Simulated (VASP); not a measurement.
A run of VASP 6.6.1 is set up as follows.

POSCAR

```
WS2
1.0
    3.1814117282      0.0000000000      0.0000000000
   -1.5907058641      2.7551833765      0.0000000000
    0.0000000000      0.0000000000     23.6881463475
W S
2 4
Direct
    0.3333333333      0.6666666667      0.6379434935
    0.6666666667      0.3333333333      0.3620565065
    0.3333333333      0.6666666667      0.2999363403
    0.6666666667      0.3333333333      0.5757976529
    0.3333333333      0.6666666667      0.4315900083
    0.6666666667      0.3333333333      0.7074513209
```

INCAR.step1

```
SYSTEM = WS2
ALGO     = Normal         ! electronic algorithm
EDIFF    = 1E-4           ! SCF threshold, eV
ENCUT    = 520            ! plane-wave cutoff, eV
GGA      = PE             ! functional
ISMEAR   = 0              ! smearing method
LASPH    = .True.         ! aspherical terms in the spheres
LCHARG   = .False.        ! write CHGCAR
LREAL    = .False.        ! projectors in reciprocal space
LWAVE    = .True.         ! write WAVECAR
NBANDS   = 35             ! bands
NELM     = 60             ! most SCF steps
PREC     = Accurate       ! precision mode
SIGMA    = 0.05           ! smearing width, eV
```

The input INCAR.step2:

```
SYSTEM = WS2
ALGO     = Normal         ! electronic algorithm
EDIFF    = 1E-7           ! SCF threshold, eV
ENCUT    = 520            ! plane-wave cutoff, eV
ISIF     = 2              ! what is computed and relaxed
ISMEAR   = 0              ! smearing method
ISTART   = 1            
LASPH    = .True.         ! aspherical terms in the spheres
LCHARG   = .False.        ! write CHGCAR
LMIXTAU  = .True.       
LREAL    = .False.        ! projectors in reciprocal space
LWAVE    = .False.        ! write WAVECAR
METAGGA  = R2SCAN         ! meta-GGA
NBANDS   = 35             ! bands
NELM     = 60             ! most SCF steps
PREC     = Accurate       ! precision mode
SIGMA    = 0.05           ! smearing width, eV
```

File KPOINTS:

```
k-points
0
Gamma
  12 12 2
  0 0 0
```

Potentials or basis: VASP PAW PBE potentials, release 64 (W_sv, S).

Command:

```console
$ cat potpaw_PBE.64/W_sv/POTCAR potpaw_PBE.64/S/POTCAR > POTCAR
$ cp INCAR.step1 INCAR
$ mpirun -np 1 vasp_std > vasp.out
$ cp INCAR.step2 INCAR
$ mpirun -np 1 vasp_std > vasp.out
```

(1) Predict the largest force.

(2) Predict the band gap on the k mesh.

Results:

(1) 2.910 eV/Å.

(2) 1.43 eV (least direct gap 1.85 eV).

Caveat: the cell differs from its parent crystal (all S atoms moved +0.087 Å, as atom 3 along Cartesian [0 0 1]); there is no dipole correction, which matters where the two faces differ; the PAW data sets were made with another functional, which shifts forces and pressure a little; spin-orbit coupling is left out, which moves the levels of the heavy elements.
